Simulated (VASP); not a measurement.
Input of a VASP 6.6.1 run:

The input INCAR:

```
ALGO     = Normal         # electronic algorithm
EDIFF    = 1E-6           # SCF threshold, eV
ENCUT    = 520            # plane-wave cutoff, eV
GGA      = PS             # functional
ISIF     = 2              # what is computed and relaxed
ISMEAR   = -1             # smearing method
ISYM     = 0            
LASPH    = True           # aspherical terms in the spheres
LCHARG   = True           # write CHGCAR
LELF     = True           # ELF
LREAL    = Auto         
LVHAR    = True         
LWAVE    = False          # write WAVECAR
NBANDS   = 166            # bands
NELM     = 60             # most SCF steps
PREC     = Accurate       # precision mode
SIGMA    = 0.05           # smearing width, eV
```

KPOINTS

```
Automatic mesh
0
Gamma
  1 1 1
  0.25 0.25 0.25
```

POSCAR

```
Si3C
1.0
    9.7768167041      0.0000000000      0.0000000000
    0.0000000000      9.7768167041      0.0000000000
    0.0000000000      0.0000000000      9.7768167041
Si C
48 16
Direct
    0.9500830000      0.9888240000      0.0202310000
    0.0086920000      0.9414800000      0.5447810000
    0.0240750000      0.5485320000      0.5272530000
    0.5336630000      0.9895340000      0.9927810000
    0.5099970000      0.9923910000      0.5503550000
    0.5570290000      0.5228640000      0.0348740000
    0.1212640000      0.1282250000      0.1112070000
    0.1173430000      0.1165310000      0.6570450000
    0.6450110000      0.1387370000      0.1385990000
    0.5823260000      0.6282210000      0.5818470000
    0.2382480000      0.2861280000      0.9833210000
    0.2262260000      0.2621520000      0.5114290000
    0.2595310000      0.7336760000      0.0350270000
    0.6921780000      0.3175900000      0.9890670000
    0.7403110000      0.2099810000      0.5134040000
    0.7651700000      0.7722750000      0.5284190000
    0.3674150000      0.4096170000      0.1396760000
    0.3827360000      0.4052130000      0.5980800000
    0.4204840000      0.8524590000      0.1535730000
    0.2038360000      0.7816730000      0.5774800000
    0.8877160000      0.4019430000      0.0914140000
    0.8745710000      0.3822700000      0.6131220000
    0.7525540000      0.7534030000      0.0873500000
    0.8656100000      0.8470270000      0.7329260000
    0.2431770000      0.9765960000      0.2479810000
    0.2712040000      0.9592830000      0.7495890000
    0.2372210000      0.5102040000      0.7551440000
    0.7822110000      0.9614200000      0.2174140000
    0.7513100000      0.5221390000      0.2665220000
    0.7586430000      0.6083010000      0.8893600000
    0.3516650000      0.0981510000      0.4130580000
    0.3898520000      0.1384170000      0.8722500000
    0.4042510000      0.6319830000      0.8778030000
    0.8956540000      0.0854260000      0.3834330000
    0.8234490000      0.1335460000      0.8767050000
    0.9135020000      0.6850240000      0.3689730000
    0.0021890000      0.2718990000      0.2560910000
    0.9965020000      0.2757010000      0.7816680000
    0.9875630000      0.6348120000      0.1063360000
    0.4725010000      0.2383670000      0.2662890000
    0.5375110000      0.2603060000      0.7224370000
    0.4987140000      0.8106070000      0.7306300000
    0.1485690000      0.4256590000      0.3682150000
    0.1398690000      0.7745090000      0.3128020000
    0.1027830000      0.8469720000      0.8958040000
    0.6022000000      0.3855580000      0.3990760000
    0.6800910000      0.4614530000      0.7206680000
    0.6018900000      0.8564880000      0.3743080000
    0.0058250000      0.4748170000      0.9349680000
    0.4657520000      0.5274780000      0.4642670000
    0.1782170000      0.6353560000      0.1776100000
    0.1119900000      0.6427520000      0.6788780000
    0.6432190000      0.1032750000      0.6469780000
    0.6146340000      0.6402280000      0.1822130000
    0.2888370000      0.7257660000      0.4231710000
    0.7411370000      0.8026590000      0.8913820000
    0.2744950000      0.5355260000      0.2588480000
    0.7180450000      0.0194410000      0.7571950000
    0.3853410000      0.6229290000      0.3571110000
    0.9566520000      0.6038170000      0.8880900000
    0.0148410000      0.7021270000      0.7866120000
    0.5028300000      0.7116800000      0.2706730000
    0.1234180000      0.3990900000      0.8753560000
    0.6357790000      0.9078460000      0.8423440000
```

Potentials or basis: VASP PAW PBE potentials, release 64 (Si, C).

Run with:

```bash
$ cat potpaw_PBE.64/Si/POTCAR potpaw_PBE.64/C/POTCAR > POTCAR
$ mpirun -np 1 vasp_std > vasp.out
```

Task: What does it give for the largest force?

Result: 0.441 eV/Å.

Task: Predict the band gap on the k mesh.

Result: 0.03 eV, indirect (least direct gap 0.10 eV).

Task: Predict the pressure.

Result: 0.2 GPa.

Stress tensor (GPa, compression positive):
```
 0.17  0.02  0.46
 0.02 -2.26  2.13
 0.46  2.13  2.81
```

Caveat: the k points lie up to 0.64 Å⁻¹ apart; the PAW data sets were made with another functional, which shifts forces and pressure a little. A k mesh can miss the band edges.
